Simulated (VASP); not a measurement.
# KCl (Pm-3m) in VASP: elastic constants with PBEsol

Aim: the elastic constants of KCl with PBEsol.

Everything below comes from runs of VASP 6.6.1. Logs are shortened: lines on timing, memory, paths and dates and some standing lists are left out, and cuts for length are marked.

## 1. The cell of the first run

It takes space group Pm-3m (No. 221, cubic). Conventional cell: a = 3.735 Å, b = 3.735 Å, c = 3.735 Å, α = 90.00°, β = 90.00°, γ = 90.00°. Within 4.3 Å of K (site symmetry m-3m) lie 8 Cl at 3.23 Å and 6 K at 3.74 Å. Within 4.3 Å of Cl (site symmetry m-3m) lie 8 K at 3.23 Å and 6 Cl at 3.74 Å.

## 2. Elastic constants, PBEsol

INCAR reads:

```
ALGO = Normal ; EDIFF = 1E-8
ENCUT = 600 ; GGA = PS
IBRION = 6 ; ISIF = 3
ISMEAR = 0 ; LASPH = T
LCHARG = F ; LREAL = F
LWAVE = F ; NBANDS = 15
NELM = 100 ; NFREE = 2
NSW = 1 ; POTIM = 0.015
PREC = Accurate ; SIGMA = 0.01
```

KPOINTS reads:

```
k-points
0
Gamma
  6 6 6
```

POSCAR reads:

```
KCl
1.0
    3.7354000000      0.0000000000      0.0000000000
    0.0000000000      3.7354000000      0.0000000000
    0.0000000000      0.0000000000      3.7354000000
K Cl
1 1
Direct
    0.0000000000      0.0000000000      0.0000000000
    0.5000000000      0.5000000000      0.5000000000
```

Potentials or basis: VASP PAW PBE potentials, release 64 (K_sv, Cl).

Launch:

```
$ cat potpaw_PBE.64/K_sv/POTCAR potpaw_PBE.64/Cl/POTCAR > POTCAR
$ mpirun -np 1 vasp_std > vasp.out
```

OUTCAR:

```text
EDIFF = 1E-8
   ENCUT = 600
   GGA = PS
   IBRION = 6
   ISIF = 3
   ISMEAR = 0
   LASPH = T
   LREAL = F
   NELM = 100
   NFREE = 2
   NSW = 1
   POTIM = 0.015
   PREC = Accurate

 ion  position               nearest neighbor table
   1  0.000  0.000  0.000-   2 3.23   2 3.23   2 3.23   2 3.23   2 3.23   2 3.23   2 3.23   2 3.23

   2  0.500  0.500  0.500-   1 3.23   1 3.23   1 3.23   1 3.23   1 3.23   1 3.23   1 3.23   1 3.23

  LATTYP: Found a simple cubic cell.
 ALAT       =     3.7354000000

  Lattice vectors:

 A1 = (   3.7354000000,   0.0000000000,   0.0000000000)
 A2 = (   0.0000000000,   3.7354000000,   0.0000000000)
 A3 = (   0.0000000000,   0.0000000000,   3.7354000000)

Analysis of symmetry for initial positions (statically):
=====================================================================
 Subroutine PRICEL returns:
 Original cell was already a primitive cell.

 Routine SETGRP: Setting up the symmetry group for a
 simple cubic supercell.

 Subroutine GETGRP returns: Found 48 space group operations
 (whereof 48 operations were pure point group operations)
 out of a pool of 48 trial point group operations.

The static configuration has the point symmetry O_h .

Analysis of symmetry for dynamics (positions and initial velocities):
=====================================================================
 Subroutine PRICEL returns:
 Original cell was already a primitive cell.

 Routine SETGRP: Setting up the symmetry group for a
 simple cubic supercell.

 Subroutine GETGRP returns: Found 48 space group operations
 (whereof 48 operations were pure point group operations)
 out of a pool of 48 trial point group operations.

The dynamic configuration has the point symmetry O_h .

 Subroutine INISYM returns: Found 48 space group operations
 (whereof 48 operations are pure point group operations),
 and found     1 'primitive' translations

----------------------------------------------------------------------------------------

                                     Primitive cell

  volume of cell :      52.1208

  direct lattice vectors                    reciprocal lattice vectors
     3.735400000  0.000000000  0.000000000     0.267708947  0.000000000  0.000000000
     0.000000000  3.735400000  0.000000000     0.000000000  0.267708947  0.000000000
     0.000000000  0.000000000  3.735400000     0.000000000  0.000000000  0.267708947

  length of vectors
     3.735400000  3.735400000  3.735400000     0.267708947  0.267708947  0.267708947

  position of ions in fractional coordinates (direct lattice)
     0.000000000  0.000000000  0.000000000
     0.500000000  0.500000000  0.500000000

  ion indices of the primitive-cell ions
   primitive index   ion index
                 1           1
                 2           2

----------------------------------------------------------------------------------------

 KPOINTS: k-points

Automatic generation of k-mesh.
 Grid dimensions read from file:
 generate k-points for:    6    6    6

 Generating k-lattice:

  Cartesian coordinates                     Fractional coordinates (reciprocal lattice)
     0.044618158  0.000000000  0.000000000     0.166666667  0.000000000  0.000000000
[... 109 lines left out ...]
  Direction    XX          YY          ZZ          XY          YZ          ZX
  --------------------------------------------------------------------------------------
  -------------------------------------------------------------------------------------
  Total        0.0442174      0.0442174      0.0442174     -0.0000000     -0.0000000      0.0000000
  in kB        1.3592269      1.3592269      1.3592269     -0.0000000     -0.0000000      0.0000000
  external PRESSURE =       1.3592269 kB  Pullay stress =       0.0000000 kB
[... 89 lines left out ...]
  FREE ENERGIE OF THE ION-ELECTRON SYSTEM (eV)
  ---------------------------------------------------
  free  energy   TOTEN  =        -6.9126433853 eV

  energy  without entropy=       -6.9126433853  energy(sigma->0) =       -6.91264339

[... ionic steps 4 to 14 ...]

--------------------------------------- Ionic step       15  -------------------------------------------

 number of electron      15.9999996 magnetization

------------------------ aborting loop because EDIFF is reached ----------------------------------------
[... 67 lines left out ...]
--------------------------------------- Ionic step       17  -------------------------------------------

 number of electron      15.9999997 magnetization

 Free energy of the ion-electron system (eV)
  ---------------------------------------------------
  ext. energy  EPLUGINS =         0.00000000
  ---------------------------------------------------
  free energy    TOTEN  =        -6.91520540 eV

  energy without entropy =       -6.91520540  energy(sigma->0) =       -6.91520540

 E-fermi :  -0.3448     XC(G=0):  -8.6419

 val. band max:       -0.4824318692   @ k =   0.0000   0.5000   0.5000
 cond. band min:       4.4818783127   @ k =   0.0000   0.0000   0.0000
 fundamental gap:      4.9643101820
 Fermi energy:        -0.3447530055

 k-point     1 :       0.0000    0.0000    0.0000
  band No.  band energies     occupation
      1     -28.2396      2.00000
      2     -13.1965      2.00000
      3     -11.6731      2.00000
      4     -11.6731      2.00000
      5     -11.6730      2.00000
      6      -0.7062      2.00000
      7      -0.7062      2.00000
      8      -0.7062      2.00000
      9       4.4819      0.00000
     10       5.8684      0.00000
     11       5.8692      0.00000
     12      10.3564      0.00000
     13      10.3569      0.00000
     14      10.3569      0.00000
[... 401 lines left out ...]
      2     -13.2448      2.00000
      3     -11.7485      2.00000
      4     -11.6524      2.00000
      5     -11.5693      2.00000
      6      -1.3524      2.00000
      7      -1.0670      2.00000
      8      -0.7041      2.00000
      9       5.6547      0.00000
     10       6.4766      0.00000
     11       6.9058      0.00000
     12       9.7634      0.00000
     13       9.9949      0.00000
     14      10.8294      0.00000
     15      12.5518      0.00000

 [... further k-points ...]

------------------------ aborting loop because EDIFF is reached ----------------------------------------

  FORCE on cell =-STRESS in cart. coord.  units (eV):
  Direction    XX          YY          ZZ          XY          YZ          ZX
  --------------------------------------------------------------------------------------
  -------------------------------------------------------------------------------------
  Total        0.0446721      0.0449747      0.0449747      0.0000000      0.0000000      0.0000000
  in kB        1.3732067      1.3825065      1.3825065      0.0000000      0.0000000      0.0000000
  external PRESSURE =       1.3794066 kB  Pullay stress =       0.0000000 kB
[... 17 lines left out ...]
  FREE ENERGIE OF THE ION-ELECTRON SYSTEM (eV)
  ---------------------------------------------------
  free  energy   TOTEN  =        -6.9152053982 eV

  energy  without entropy=       -6.9152053982  energy(sigma->0) =       -6.91520540

 INTERNAL STRAIN TENSORS FROM STRAINED CELLS
 ============================================

 INTERNAL STRAIN TENSOR FOR ION    1 for displacements in x,y,z  (eV/Angst):
          X           Y           Z          XY          YZ          ZX
  --------------------------------------------------------------------------------
  x     0.00000     0.00000     0.00000     0.00000     0.00000    -0.00000
  y     0.00000     0.00000     0.00000     0.00000     0.00000     0.00000
  z     0.00000     0.00000     0.00000     0.00000    -0.00000     0.00000

 INTERNAL STRAIN TENSORS FROM DISPLACED ATOMS
 ============================================

 INTERNAL STRAIN TENSOR FOR ION    1 for displacements in x,y,z  (eV/Angst):
          X           Y           Z          XY          YZ          ZX
  --------------------------------------------------------------------------------
  x     0.00000     0.00000     0.00000     0.00000     0.00000     0.00000
  y     0.00000     0.00000     0.00000     0.00000     0.00000     0.00000
  z     0.00000     0.00000     0.00000     0.00000     0.00000     0.00000

 INTERNAL STRAIN TENSOR FOR ION    2 for displacements in x,y,z  (eV/Angst):
          X           Y           Z          XY          YZ          ZX
  --------------------------------------------------------------------------------
  x     0.00000     0.00000     0.00000     0.00000     0.00000     0.00000
  y     0.00000     0.00000     0.00000     0.00000     0.00000     0.00000
  z     0.00000     0.00000     0.00000     0.00000     0.00000     0.00000

 Eigenvectors and eigenvalues of the dynamical matrix
 ----------------------------------------------------

   1 f  =    3.466588 THz    21.781212 2PiTHz  115.632914 cm-1    14.336648 meV
             X         Y         Z           dx          dy          dz
      0.000000  0.000000  0.000000     0.367395   -0.584613    0.000000
      1.867700  1.867700  1.867700    -0.384894    0.612458    0.000000
[... 21 lines left out ...]
   6 f/i=    0.004158 THz     0.026126 2PiTHz    0.138701 cm-1     0.017197 meV
             X         Y         Z           dx          dy          dz
      0.000000  0.000000  0.000000     0.021834   -0.552374    0.466534
      1.867700  1.867700  1.867700     0.020841   -0.527261    0.445323

--------------------------------------------------------------------------------------------------------

 ELASTIC MODULI CONTR FROM IONIC RELAXATION (kBar)
 Direction    XX          YY          ZZ          XY          YZ          ZX
 --------------------------------------------------------------------------------
 XX           0.0000      0.0000      0.0000      0.0000      0.0000      0.0000
 YY           0.0000      0.0000      0.0000      0.0000      0.0000      0.0000
 ZZ           0.0000      0.0000      0.0000      0.0000      0.0000      0.0000
 XY           0.0000      0.0000      0.0000      0.0000      0.0000      0.0000
 YZ           0.0000      0.0000      0.0000      0.0000      0.0000      0.0000
 ZX           0.0000      0.0000      0.0000      0.0000      0.0000      0.0000
 --------------------------------------------------------------------------------

 TOTAL ELASTIC MODULI (kBar)
 Direction    XX          YY          ZZ          XY          YZ          ZX
 --------------------------------------------------------------------------------
 XX         534.0297     71.6761     71.6761      0.0000      0.0000     -0.0000
 YY          71.6761    534.0297     71.6761      0.0000     -0.0000      0.0000
 ZZ          71.6761     71.6761    534.0297      0.0000      0.0000      0.0000
 XY           0.0000      0.0000      0.0000     76.0508      0.0000      0.0000
 YZ           0.0000     -0.0000      0.0000      0.0000     76.0508      0.0000
 ZX          -0.0000      0.0000      0.0000      0.0000      0.0000     76.0508
 --------------------------------------------------------------------------------
```

Wall time 15 min (1 thread of Intel Xeon 8259CL, shared host); peak memory 0.27 GiB.

Results:

| Property | Result |
| --- | --- |
| Elastic constants C11, C12, C44 | 53, 7, 8 GPa |
| Voigt bulk modulus | 23 GPa |
| Highest phonon frequency at Γ, LO-TO splitting left out | 116 cm⁻¹ |

Phonon frequencies in cm⁻¹ (negative: imaginary):
```tsv
q point	frequencies
(0.000, 0.000, 0.000)	0 0 0 116 116 116
```

Elastic tensor in Voigt notation (GPa, in the Cartesian axes of the cell as first typed):
```
53  7  7  0  0  0
 7 53  7  0  0  0
 7  7 53  0  0  0
 0  0  0  8  0  0
 0  0  0  0  8  0
 0  0  0  0  0  8
```

Clamped-ion elastic tensor (GPa):
```
53  7  7  0  0  0
 7 53  7  0  0  0
 7  7 53  0  0  0
 0  0  0  8  0  0
 0  0  0  0  8  0
 0  0  0  0  0  8
```

Caveat: the PAW data sets were made with another functional, which shifts forces and pressure a little.
